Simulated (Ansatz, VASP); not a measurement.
# Cr: VASP beside Ansatz

File INCAR:

```
SYSTEM = Cr
PREC = Accurate
ENCUT = 600
EDIFF = 1E-7
ISMEAR = 0
SIGMA = 0.1
LREAL = .FALSE.
LASPH = .TRUE.
NELM = 80
ALGO = Fast
ISIF = 3
LWAVE = .FALSE.
LCHARG = .FALSE.
GGA = PE
IBRION = 2
NSW = 100
EDIFFG = -0.01
```

File KPOINTS:

```
regular mesh
0
G
  27 27 27
  0 0 0
```

POSCAR

```
Cr
1.0
    1.3515496647      0.7803175627      1.8830065864
   -1.3515496647      0.7803175627      1.8830065864
    0.0000000000     -1.5606351255      1.8830065864
Cr
1
Direct
    0.5000000000      0.5000000000      0.5000000000
```

Input for Ansatz:

```yaml
crystal:
  lattice:
    - [1.3515496647, 0.7803175627, 1.8830065864]
    - [-1.3515496647, 0.7803175627, 1.8830065864]
    - [0.0, -1.5606351255, 1.8830065864]
  atoms:
    - { symbol: Cr, position: [0.5, 0.5, 0.5] }
basis:
  ecutwfc: 420
kpoints:
  mp_grid: { grid: [27, 27, 27] }
hamiltonian:
  xc: pbe
scf:
  occupations: { method: gaussian, width: 0.1 }
output:
  forces: true
  stress: true
  eigenvalues: true
relax:
  adjacent_minimum: "off"
  f_tol: 0.01
  max_steps: 80
  cell: { stress_tol: 0.05 }
```

Alike in both runs: task relaxation of cell and atoms; functional PBE; k mesh 27 × 27 × 27; occupations gaussian, width 0.1 eV; no spin polarisation.

|  | VASP | Ansatz |
| --- | --- | --- |
| version | VASP 6.6.1 | Ansatz 0.2.0 |
| potentials or method | VASP PAW PBE potentials, release 64 (Cr_pv), cutoff 600 eV | scalar-relativistic, plane waves, PAW |
| valence electrons in the cell | 12 | 14 |

|  | VASP | Ansatz | Ansatz less VASP |
| --- | --- | --- | --- |
| gap on the k mesh at the Fermi level, each at its own relaxed structure (eV) | none | none | - |
| relaxed volume (Å³/atom) | 11.89 | 11.92 | +0.025 |
| relaxed cell length with the largest relative difference (Å) | 2.444 | 2.446 | +0.0021 |

A gap of «none» marks a metal or a gap that the smearing closes. VASP's potentials hold 12 valence electrons a cell and Ansatz's 14, so a difference there can come from the potentials and not from the codes.
